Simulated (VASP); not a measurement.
BN, 4 atoms in the cell. The structure is hexagonal, space group P6_3mc (No. 186). Conventional cell: a = 2.541 Å, b = 2.541 Å, c = 4.203 Å, α = 90.00°, β = 90.00°, γ = 120.00°. B (site symmetry 3m) has 4 N at 1.56 to 1.57 Å within 2.1 Å. Within 2.1 Å of N (site symmetry 3m) lie 4 B at 1.56 to 1.57 Å. 

| Item | Value |
| --- | --- |
| Program | VASP 6.6.1 |
| Task | single point |
| Functional | r2SCAN |
| Potentials or basis | VASP PAW PBE potentials, release 64 (B_h, N_h) |
| Cutoff | 1460 eV |
| k mesh | 12 × 12 × 6 |
| Occupations | gaussian, width 0.02 eV |
| Spin | no spin polarisation |
| Dipole correction | no |
| Further INCAR settings | ALGO = Normal; EDIFF = 1e-06; NBANDS = 16 |

Potentials or basis: VASP PAW PBE potentials, release 64 (B_h, N_h).

Command:

```console
$ cat potpaw_PBE.64/B_h/POTCAR potpaw_PBE.64/N_h/POTCAR > POTCAR
$ cp INCAR.step1 INCAR
$ mpirun -np 1 vasp_std > vasp.out
$ cp INCAR.step2 INCAR
$ mpirun -np 1 vasp_std > vasp.out
```

Hardware: 1 thread of Intel(R) Xeon(R) Platinum 8259CL CPU @ 2.50GHz (Skylake/Cascade Lake), on a shared host.

**Question.** Estimate the wall time of this run.

**Answer.** It took 4.5 min on 1 thread of Intel(R) Xeon(R) Platinum 8259CL CPU @ 2.50GHz (Skylake/Cascade Lake) (shared host), peak memory 0.3 GiB. Counts: k points 76.
